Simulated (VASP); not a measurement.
A run of VASP 6.6.1 is set up as follows.

File INCAR:

```
ALGO = Normal
EDIFF = 1E-6
ENCUT = 520
GGA = PE
ISIF = 2
ISMEAR = -1
ISPIN = 2
LASPH = T
LCHARG = T
LELF = T
LORBIT = 11
LREAL = Auto
LVHAR = T
LWAVE = F
MAGMOM = 0 0 0 0 0 0 0 0 0 0 0 0 0 0 0 0 1
NBANDS = 53
NELM = 150
PREC = Accurate
SIGMA = 0.05
```

KPOINTS

```
k-points
0
Gamma
  2 2 2
```

POSCAR

```
Si16O
1.0
    0.0000000000      5.4300000000      5.4300000000
    5.4300000000      0.0000000000      5.4300000000
    5.4300000000      5.4300000000      0.0000000000
Si O
16 1
Direct
    0.0006773198     -0.0228208962      0.0192703174
    0.1263692407      0.1159562969      0.1291137925
    0.0049900189     -0.0147165487      0.5035733316
    0.1281175346      0.0960604565      0.6438687336
    0.0043310929      0.4908550023      0.0050091950
    0.0866270273      0.6041053502      0.1842672912
   -0.0238030356      0.4695625527      0.5558779339
    0.1334778066      0.6103842891      0.6293929432
    0.5004360261      0.0049329010     -0.0120869300
    0.6274008546      0.1136560179      0.1280413596
    0.5039457864     -0.0071345250      0.4974206754
    0.6308380232      0.1244933815      0.6123850985
    0.4577178474      0.4786813255      0.0510920408
    0.6327388541      0.6312664489      0.0803429228
    0.5088494997      0.4974140367      0.4516331641
    0.6201694420      0.6271377265      0.5815037342
    0.4353826615      0.5592539844      0.8157275961
```

Potentials or basis: VASP PAW PBE potentials, release 64 (Si, O).

Run with:

```console
$ cat potpaw_PBE.64/Si/POTCAR potpaw_PBE.64/O/POTCAR > POTCAR
$ mpirun -np 1 vasp_std > vasp.out
```

Task: Predict the largest force.

Result: 0.071 eV/Å.

Task: Predict the net moment.

Result: 0.00 μB per cell.

Stress tensor (GPa, compression positive):
```
 4.54  1.20 -1.10
 1.20  4.23 -1.52
-1.10 -1.52  4.25
```

Caveat: the k points lie up to 0.50 Å⁻¹ apart.
